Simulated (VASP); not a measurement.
Input of a VASP 6.6.1 run:

The input INCAR:

```
SYSTEM = YBe2Al2Au
PREC = Accurate ; ENCUT = 600
EDIFF = 1E-6 ; ISMEAR = 0
SIGMA = 0.1 ; LREAL = .False.
LASPH = .True. ; NELM = 100
ALGO = Normal ; ISIF = 3
LWAVE = .False. ; LCHARG = .False.
GGA = PE ; IBRION = 2
NSW = 100 ; EDIFFG = -0.01
```

The input KPOINTS:

```
Automatic mesh
0
Gamma
  8 8 8
  0 0 0
```

Contents of POSCAR:

```
YBe2Al2Au
1.0
    4.3732560868      0.0000000000      0.0000000000
    0.0000000000      4.3732560868      0.0000000000
    0.0000000000      0.0000000000      5.6915866712
Y Be Al Au
1 2 2 1
Direct
    0.0000000000      0.0000000000      0.5000000000
    0.0000000000      0.5000000000      0.0000000000
    0.5000000000      0.0000000000      0.0000000000
    0.5000000000      0.5000000000      0.2652861849
    0.5000000000      0.5000000000      0.7347138151
    0.0000000000      0.0000000000      0.0000000000
```

Potentials or basis: VASP PAW PBE potentials, release 64 (Y_sv, Be, Al, Au).

Run with:

```bash
$ cat potpaw_PBE.64/Y_sv/POTCAR potpaw_PBE.64/Be/POTCAR potpaw_PBE.64/Al/POTCAR potpaw_PBE.64/Au/POTCAR > POTCAR
$ mpirun -np 1 vasp_std > vasp.out
```

Task: Estimate the space group after relaxing (to 0.05 Å).

Result: P4/mmm (No. 123).

Task: What does it give for the band gap on the k mesh?

Result: Zero (band 16 reaches 6.16 eV, above the bottom of band 17 at 5.17 eV).

Task: What does it give for the relaxed cell?

Result: a = 4.378 Å, b = 4.378 Å, c = 5.698 Å, α = 90.00°, β = 90.00°, γ = 90.00°.

Step by step:
```csv
step,energy change (eV),largest force (eV/Å),pressure (GPa),volume (Å³)
1,0.0000,0.0965,0.29,108.85
2,-0.0011,0.0563,-0.08,109.36
3,-0.0011,0.0486,-0.15,109.46
4,-0.0014,0.0196,-0.07,109.33
5,-0.0015,0.0012,0.00,109.24
6,-0.0016,0.0006,0.02,109.22
```

Caveat: spin-orbit coupling is left out, which moves the levels of the heavy elements.
